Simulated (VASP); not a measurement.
Write the native input for VASP 6.6.1 that does the following.

```
Task                               : relaxation of cell and atoms
Functional                         : PBE-based screened hybrid
Potentials or basis                : VASP PAW PBE potentials, release 64 (Sb_d_GW)
Cutoff                             : 500 eV
k mesh                             : 4 × 4 × 4
Occupations                        : fermi-dirac, width 0.05 eV
Spin                               : no spin polarisation
Dipole correction                  : no
Grid for exact exchange (PRECFOCK) : Normal
Share of exact exchange            : 0.25
Second run                         : valence_matched
Further INCAR settings             : ALGO = Normal; EDIFF = 1e-07; IBRION = 2; EDIFFG = -0.01; NSW = 60; ISIF = 3
Screening parameter                : 0.3 1/Å
```

Crystal: Sb.

```
Sb
1.0
     3.16000    0.00000    0.00000
     0.00000    3.16000    0.00000
     0.00000    0.00000    3.16000
Sb
1
Direct
  0.00000 0.00000 0.00000
```

The input as run:

POSCAR

```
Sb
1.0
    3.1600000000      0.0000000000      0.0000000000
    0.0000000000      3.1600000000      0.0000000000
    0.0000000000      0.0000000000      3.1600000000
Sb
1
Direct
    0.0000000000      0.0000000000      0.0000000000
```

INCAR.step1

```
SYSTEM = Sb
  PREC = Accurate
  ENCUT = 500
  EDIFF = 1E-5
  ISMEAR = -1
  SIGMA = 0.05
  LREAL = .FALSE.
  LASPH = .TRUE.
  NELM = 120
  ALGO = Normal
  LWAVE = .TRUE.
  LCHARG = .FALSE.
  GGA = PE
  NBANDS = 14
  GGA_COMPAT = .FALSE.
  IBRION = 2
  ISIF = 3
  EDIFFG = -0.005
  NELMIN = 4
  NSW = 100
```

INCAR.step2

```
SYSTEM = Sb
  PREC = Accurate
  ENCUT = 500
  EDIFF = 1E-7
  ISMEAR = -1
  SIGMA = 0.05
  LREAL = .FALSE.
  LASPH = .TRUE.
  NELM = 120
  ALGO = Normal
  ISIF = 3
  LWAVE = .FALSE.
  LCHARG = .FALSE.
  GGA = PE
  LHFCALC = .TRUE.
  AEXX = 0.25
  HFSCREEN = 0.3
  PRECFOCK = Normal
  IBRION = 2
  NSW = 60
  EDIFFG = -0.01
  ISTART = 1
  GGA_COMPAT = .FALSE.
  NELMIN = 4
```

KPOINTS

```
regular mesh
0
G
  4 4 4
  0 0 0
```

Potentials or basis: VASP PAW PBE potentials, release 64 (Sb_d_GW).

Command:

```console
$ cat potpaw_PBE.64/Sb_d_GW/POTCAR > POTCAR
$ cp INCAR.step1 INCAR
$ mpirun -np 1 vasp_std > vasp.out
$ cp INCAR.step2 INCAR
$ mpirun -np 1 vasp_std > vasp.out
```

It gave:

* Relaxed volume: 28.56 Å³/atom
* Relaxed cell: a = 3.057 Å, b = 3.057 Å, c = 3.057 Å, α = 90.00°, β = 90.00°, γ = 90.00°
* Space group after relaxing (to 0.05 Å): Pm-3m (No. 221)
* Energy gained by relaxing: 52.4 meV/atom
* Ionic steps: 8
* Pressure after relaxing: 0.0 GPa

Caveat: the k points lie up to 0.51 Å⁻¹ apart in the final cell; the PAW data sets were made with another functional, which shifts forces and pressure a little.

Wall time 28 min on 1 thread of Intel(R) Xeon(R) Platinum 8375C CPU @ 2.90GHz (Ice Lake) (shared host), peak memory 0.25 GiB.
